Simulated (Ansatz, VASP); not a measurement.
## One calculation of In, two programs

Contents of INCAR:

```
PREC = Accurate
ENCUT = 600
EDIFF = 1E-6
ISMEAR = -1
SIGMA = 0.05
LREAL = False
LASPH = True
NELM = 100
ALGO = Normal
ISIF = 3
LWAVE = False
LCHARG = False
GGA = B5
ALDAX = 1.0
AGGAX = 1.0
AGGAC = 1.0
ALDAC = 0.0
IVDW = 12
VDW_S6 = 1.0
VDW_S8 = 2.6996
VDW_A1 = 0.4298
VDW_A2 = 4.2359
IBRION = 2
NSW = 60
EDIFFG = -0.01
```

KPOINTS

```
regular mesh
0
Gamma
  9 9 5
```

File POSCAR:

```
In
1.0
    3.3354847820      0.0000000000      0.0000000000
   -1.6677423910      2.8886145552      0.0000000000
    0.0000000000      0.0000000000      5.5091429200
In
2
Direct
    0.6666666667      0.3333333333      0.7500000000
    0.3333333333      0.6666666667      0.2500000000
```

The input input.yaml:

```yaml
crystal:
  lattice:
    - [3.335484782, 0.0, 0.0]
    - [-1.667742391, 2.8886145552, 0.0]
    - [0.0, 0.0, 5.50914292]
  atoms:
    - { symbol: In, position: [0.6666666667, 0.3333333333, 0.75] }
    - { symbol: In, position: [0.3333333333, 0.6666666667, 0.25] }
hamiltonian:
  xc: blyp
  pseudopotentials: { kind: paw }
  dispersion: d3bj
kpoints:
  mp_grid: { grid: [9, 9, 5] }
scf:
  occupations: { method: fermi_dirac, width: 0.05 }
output:
  forces: true
  stress: true
  eigenvalues: true
relax:
  f_tol: 0.01
  max_steps: 40
  cell: { stress_tol: 0.05 }
```

Alike in both runs: task relaxation of cell and atoms; functional BLYP; dispersion D3(BJ); k mesh 9 × 9 × 5; occupations fermi-dirac, width 0.05 eV; no spin polarisation.

```csv
,VASP,Ansatz
version,VASP 6.6.1,Ansatz 0.2.0
potentials or method,"VASP PAW PBE potentials, release 64 (In_d)",Ansatz PAW
plane-wave cutoff (eV),600,420
valence electrons in the cell,26,26
```

VASP gave:

- gap on the k mesh at the Fermi level, each at its own relaxed structure (eV): none
- relaxed volume (Å³/atom): 27.14
- relaxed cell length with the largest relative difference (Å): 3.272

Q: Which values does Ansatz return?

A: gap on the k mesh at the Fermi level, each at its own relaxed structure (eV): none; relaxed volume (Å³/atom): 27.10; relaxed cell length with the largest relative difference (Å): 3.268.

VASP's potentials were made for PBE, not for BLYP. A gap of «none» marks a metal or a gap that the smearing closes.

Noted on Ansatz's run: the plane-wave basis is chosen anew once the cell has moved, so the energies of steps on either side of that aren't comparable.
